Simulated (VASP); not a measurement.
**Zr3Ti2C5: single point with PBE**

Zr3Ti2C5:

```
CELL_PARAMETERS angstrom
0.00000 -3.24734 0.00000
3.24734 0.00000 0.00000
-1.62367 1.62367 11.38645
ATOMIC_POSITIONS crystal
Zr 0.60488 0.60488 0.20977
Zr 0.00000 0.00000 0.00000
Zr 0.39512 0.39512 0.79023
Ti 0.79636 0.79636 0.59273
Ti 0.20364 0.20364 0.40727
C 0.70463 0.70463 0.40926
C 0.10529 0.10529 0.21059
C 0.50000 0.50000 0.00000
C 0.89471 0.89471 0.78941
C 0.29537 0.29537 0.59074
```

| Quantity | Value |
| --- | --- |
| Program | VASP 6.6.1 |
| Task | single point |
| Functional | PBE |
| Potentials or basis | VASP PAW PBE potentials, release 64 (Zr_sv, Ti_sv, C) |
| Cutoff | 520 eV |
| k mesh | 6 × 6 × 6 |
| Occupations | gaussian, width 0.2 eV |
| Spin | no spin polarisation |
| Dipole correction | no |
| Further INCAR settings | ALGO = Normal; EDIFF = 1e-06; NBANDS = 51 |

The pressure is 0.2 GPa, the largest force is 0.014 eV/Å and the band gap on the k mesh is zero (bands 40 and 41 overlap by 0.32 eV).

Forces in eV/Å, atoms in the order of the input:
```
Zr   0.000  0.000  0.011
Zr   0.000  0.000  0.000
Zr   0.000  0.000 -0.011
Ti   0.000  0.000 -0.001
Ti   0.000  0.000  0.001
C    0.000  0.000 -0.004
C    0.000  0.000  0.014
C    0.000  0.000  0.000
C    0.000  0.000 -0.014
C    0.000  0.000  0.004
```

Stress tensor (GPa, compression positive):
```
0.14 0.00 0.00
0.00 0.14 0.00
0.00 0.00 0.41
```

Levels at points of the mesh, in eV from the Fermi level:
| k point | band 37 | band 38 | band 39 | band 40 | band 41 | band 42 | band 43 | band 44 |
| --- | --- | --- | --- | --- | --- | --- | --- | --- |
| (0.00, 0.00, 0.00) | -0.18 | -0.11 | -0.11 | 0.04 | 0.04 | 0.91 | 0.94 | 0.94 |
| (0.50, 0.00, 0.00) | -2.43 | -2.41 | -2.34 | -2.17 | 2.13 | 2.18 | 2.38 | 2.41 |
| (0.50, 0.50, 0.00) | -1.62 | -1.19 | -1.09 | 0.00 | 0.12 | 0.84 | 0.99 | 2.25 |
| (0.00, 0.00, 0.50) | -0.42 | 0.06 | 0.06 | 0.09 | 0.09 | 0.25 | 0.25 | 0.52 |

It took 6 min on 1 thread of Intel Xeon 8259CL, on a shared host, peak memory 0.31 GiB.
